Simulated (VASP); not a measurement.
# Ga (Pm-3m) in VASP: a series of runs, part 2 of 2

VASP 6.6.1.

## (4) Single point, PBEsol

This run uses another cell than the first one, of 18.79 Å³/atom, 0.893 times its volume.

Input file INCAR:

```
PREC = Accurate ; ENCUT = 520
EDIFF = 1E-6 ; ISMEAR = -1
SIGMA = 0.1 ; LREAL = False
LASPH = True ; NELM = 60
ALGO = Normal ; ISIF = 2
LWAVE = False ; LCHARG = True
GGA = PS ; LELF = True
LVHAR = True ; NBANDS = 12
```

Input file KPOINTS:

```
Automatic mesh
0
Gamma
  19 19 19
```

Input file POSCAR:

```
Ga
1.0
    2.6583048624      0.0000000000      0.0000000000
    0.0000000000      2.6583048624      0.0000000000
    0.0000000000      0.0000000000      2.6583048624
Ga
1
Direct
    0.0000000000      0.0000000000      0.0000000000
```

Potentials or basis: VASP PAW PBE potentials, release 64 (Ga_d).

Started as:

```bash
$ cat potpaw_PBE.64/Ga_d/POTCAR > POTCAR
$ mpirun -np 1 vasp_std > vasp.out
```

OUTCAR:

```text
PREC = Accurate
   ENCUT = 520
   EDIFF = 1E-6
   ISMEAR = -1
   LREAL = False
   LASPH = True
   NELM = 60
   ISIF = 2
   GGA = PS

 ion  position               nearest neighbor table
   1  0.000  0.000  0.000-

  LATTYP: Found a simple cubic cell.
 ALAT       =     2.6583048624

  Lattice vectors:

 A1 = (   2.6583048624,   0.0000000000,   0.0000000000)
 A2 = (   0.0000000000,   2.6583048624,   0.0000000000)
 A3 = (   0.0000000000,   0.0000000000,   2.6583048624)

Analysis of symmetry for initial positions (statically):
=====================================================================
 Subroutine PRICEL returns:
 Original cell was already a primitive cell.

 Routine SETGRP: Setting up the symmetry group for a
 simple cubic supercell.

 Subroutine GETGRP returns: Found 48 space group operations
 (whereof 48 operations were pure point group operations)
 out of a pool of 48 trial point group operations.

The static configuration has the point symmetry O_h .

Analysis of symmetry for dynamics (positions and initial velocities):
=====================================================================
 Subroutine PRICEL returns:
 Original cell was already a primitive cell.

 Routine SETGRP: Setting up the symmetry group for a
 simple cubic supercell.

 Subroutine GETGRP returns: Found 48 space group operations
 (whereof 48 operations were pure point group operations)
 out of a pool of 48 trial point group operations.

The dynamic configuration has the point symmetry O_h .

 Subroutine INISYM returns: Found 48 space group operations
 (whereof 48 operations are pure point group operations),
 and found     1 'primitive' translations

----------------------------------------------------------------------------------------

                                     Primitive cell
[... 112 lines left out ...]
  Thomas-Fermi vector in A             =   2.565938
   LORBIT       =      0    0 simple, 1 ext, 2 COOP (PROOUT), +10 PAW based schemes
   GGA     = PS    functional components
   LHFCALC =     F    Hartree Fock is set to
   AEXX    =    0.0000 exact exchange contribution
   IVDW    =     0    specifies the selected vdW correction
   LEPSILON=     F    determine dielectric tensor
   LRPA    =     F    only Hartree local field effects (RPA)
 non-spin polarized calculation
  energy-cutoff  :      520.00
  volume of cell :       18.79
 maximum number of plane-waves:       518
 NGX is ok and might be reduce to    20
   NGX =  9   NGY =  9   NGZ =  9

 number of electron      12.9999992 magnetization

 Free energy of the ion-electron system (eV)
  ---------------------------------------------------
  ext. energy  EPLUGINS =         0.00000000
  ---------------------------------------------------
  free energy    TOTEN  =        -3.27219624 eV

  energy without entropy =       -3.25641207  energy(sigma->0) =       -3.26430416

 E-fermi :   5.1374     XC(G=0): -11.1013

 val. band max:        5.1337582802   @ k =   0.3684   0.3158   0.0000
 cond. band min:       5.1519840624   @ k =   0.4737   0.4737   0.3158
 fundamental gap:      0.0182257822
 Fermi energy:         5.1373822217

 k-point     1 :       0.0000    0.0000    0.0000
  band No.  band energies     occupation
      1      -9.9798      2.00000
      2      -9.9798      2.00000
      3      -9.3754      2.00000
      4      -9.3754      2.00000
      5      -9.3754      2.00000
      6      -5.8570      2.00000
      7      14.5556      0.00000
      8      14.5556      0.00000
      9      14.5556      0.00000
     10      17.4859      0.00000
     11      17.4859      0.00000
     12      20.2444      0.00000
[... 331 lines left out ...]
 k-point    24 :       0.3158    0.1053    0.0000
  band No.  band energies     occupation
      1      -9.9158      2.00000
      2      -9.6918      2.00000
      3      -9.5220      2.00000
      4      -9.4902      2.00000
      5      -9.3824      2.00000
      6      -3.4651      2.00000
      7       4.9851      1.64176
      8      13.8218      0.00000
      9      16.8864      0.00000
     10      20.1462      0.00000
     11      21.8237      0.00000
     12      24.3253      0.00000

 [... further k-points ...]

------------------------ aborting loop because EDIFF is reached ----------------------------------------

  FORCE on cell =-STRESS in cart. coord.  units (eV):
  Direction    XX          YY          ZZ          XY          YZ          ZX
  --------------------------------------------------------------------------------------
  -------------------------------------------------------------------------------------
  Total        0.0314360      0.0314360      0.0314360      0.0000000      0.0000000      0.0000000
  in kB        2.6811674      2.6811674      2.6811674      0.0000000      0.0000000      0.0000000
  external PRESSURE =       2.6811674 kB  Pullay stress =       0.0000000 kB

 VOLUME and BASIS-vectors are now :
 -----------------------------------------------------------------------------
  energy-cutoff  :      520.00
  volume of cell :       18.79
      direct lattice vectors                 reciprocal lattice vectors
     2.658304862  0.000000000  0.000000000     0.376179577  0.000000000  0.000000000
     0.000000000  2.658304862  0.000000000     0.000000000  0.376179577  0.000000000
     0.000000000  0.000000000  2.658304862     0.000000000  0.000000000  0.376179577

 POSITION                                       TOTAL-FORCE (eV/Angst)
 -----------------------------------------------------------------------------------
      0.00000      0.00000      0.00000         0.000000      0.000000      0.000000
 -----------------------------------------------------------------------------------
    total drift:                               -0.000000      0.000000      0.000000

  FREE ENERGIE OF THE ION-ELECTRON SYSTEM (eV)
  ---------------------------------------------------
  free  energy   TOTEN  =        -3.2721962407 eV

  energy  without entropy=       -3.2564120725  energy(sigma->0) =       -3.26430416
```

stdout:

```text
POSCAR found type information on POSCAR Ga
 POSCAR found :  1 types and       1 ions
 scaLAPACK will be used
 -----------------------------------------------------------------------------
|                                                                             |
|                                                                             |
|     You enforced a specific xc type in the INCAR file but a different       |
|     I HOPE YOU KNOW WHAT YOU ARE DOING!                                     |
|                                                                             |
 -----------------------------------------------------------------------------

 LDA part: xc-table for (Slater+PW92), standard interpolation
 POSCAR, INCAR and KPOINTS ok, starting setup
 FFT: planning ... GRIDC
 FFT: planning ... GRID_SOFT
 FFT: planning ... GRID
 WAVECAR not read
 entering main loop
```

Run time: 12 s. Hardware: 1 thread of Intel Xeon 6975P-C (Granite Rapids), shared host; peak memory 0.16 GiB.

What came out:

```yaml
Free_energy: -3.2722 eV
Pressure: 0.3 GPa
```

Levels at points of the mesh, in eV from the Fermi level:
```csv
k point,band 4,band 5,band 6,band 7,band 8,band 9
"(0.00, 0.00, 0.00)",-14.51,-14.51,-10.99,9.42,9.42,9.42
```

Caveat: the PAW data sets were made with another functional, which shifts forces and pressure a little.

## (5) Summary

```tsv
task	cell	k mesh	cutoff (eV)	gap on the mesh (eV)	pressure (GPa)
single point	a = 2.761 Å, 1 atom	13 × 13 × 13	520	none	-4.8
relaxation of cell and atoms	relaxed from a = 2.766 Å, 1 atom	11 × 11 × 11	600	none	0.0
single point	a = 2.658 Å, 1 atom	19 × 19 × 19	520	none	0.3
```

Alike in all rows: level PBEsol; potentials or basis VASP PAW PBE potentials, release 64 (Ga_d); no spin polarisation; smearing fermi-dirac 0.1 eV.

Caveats: the PAW data sets were made with another functional, which shifts forces and pressure a little.

Absolute energies hang on the potentials; compare differences alone.
